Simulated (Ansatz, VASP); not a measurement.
**One calculation of TiO2, two programs**

The input INCAR:

```
SYSTEM = TiO2
PREC = Accurate
ENCUT = 520
EDIFF = 1E-6
ISMEAR = -1
SIGMA = 0.05
LREAL = .False.
LASPH = .True.
NELM = 150
ALGO = Normal
ISIF = 2
LWAVE = .False.
LCHARG = .False.
LMAXMIX = 4
LDAU = .True.
LDAUTYPE = 2
LDAUL = 2 -1
LDAUU = 4 0
LDAUJ = 0 0
LDAUPRINT = 1
GGA = PE
NBANDS = 33
```

Contents of KPOINTS:

```
regular mesh
0
Gamma
  6 6 9
  0 0 0
```

File POSCAR:

```
TiO2
1.0
    4.5998373239      0.0000000000      0.0000000000
    0.0000000000      4.5998373239      0.0000000000
    0.0000000000      0.0000000000      2.9592135600
Ti O
2 4
Direct
    0.0000000000      0.0000000000      0.5000000000
    0.5000000000      0.5000000000      0.0000000000
    0.3043213200      0.3043213200      0.5000000000
    0.1956786800      0.8043213200      0.0000000000
    0.8043213200      0.1956786800      0.0000000000
    0.6956786800      0.6956786800      0.5000000000
```

input.yaml

```yaml
crystal:
  lattice:
    - [4.5998373239, 0.0, 0.0]
    - [0.0, 4.5998373239, 0.0]
    - [0.0, 0.0, 2.95921356]
  atoms:
    - { symbol: Ti, position: [0.0, 0.0, 0.5] }
    - { symbol: Ti, position: [0.5, 0.5, 0.0] }
    - { symbol: O, position: [0.30432132, 0.30432132, 0.5] }
    - { symbol: O, position: [0.19567868, 0.80432132, 0.0] }
    - { symbol: O, position: [0.80432132, 0.19567868, 0.0] }
    - { symbol: O, position: [0.69567868, 0.69567868, 0.5] }
hamiltonian:
  xc: pbe
  pseudopotentials: { kind: paw }
  hubbard: { sites: [{ species: Ti, l: d, u_eff: 4.0 }] }
kpoints:
  mp_grid: { grid: [6, 6, 9] }
  band_path:
    path:
      - [[0.0, 0.0, 0.0], [0.0, 0.5, 0.0], [0.5, 0.5, 0.0], [0.0, 0.0, 0.0], [0.0, 0.0, 0.5], [0.0, 0.5, 0.5], [0.5, 0.5, 0.5], [0.0, 0.0, 0.5]]
      - [[0.0, 0.5, 0.0], [0.0, 0.5, 0.5]]
      - [[0.5, 0.5, 0.0], [0.5, 0.5, 0.5]]
    npoints: 14
scf:
  occupations: { method: fermi_dirac, width: 0.05 }
  n_extra_bands: 15
output:
  forces: true
  stress: true
  eigenvalues: true
  fatbands: true
```

Alike in both runs: functional PBE; k mesh 6 × 6 × 9; occupations fermi-dirac, width 0.05 eV; no spin polarisation; Hubbard terms Ti d U = 4.0 eV.

|  | VASP | Ansatz |
| --- | --- | --- |
| version | VASP 6.6.1 | Ansatz 0.2.0 |
| potentials or method | VASP PAW PBE potentials, release 64 (Ti_sv, O) | Ansatz PAW |
| plane-wave cutoff (eV) | 520 | 420 |
| valence electrons in the cell | 48 | 48 |
| task | single point | band structure |

```tsv
	VASP	Ansatz	Ansatz less VASP
gap on the k mesh at the Fermi level (eV)	2.35	2.31	-0.048
least direct gap on the mesh (eV)	2.36	2.35	-0.014
pressure (GPa)	12.4	7.8	-4.53
traceless stress, the component that is largest in VASP (GPa)	3.05	2.50	-0.545
rms of the force components (eV/Å)	0.064	0.006	-0.0579
```

The programs project onto different local orbitals, so the same U acts differently, and such runs can settle in different states. Atom by atom the forces differ by 0.070 eV/Å (rms over components).
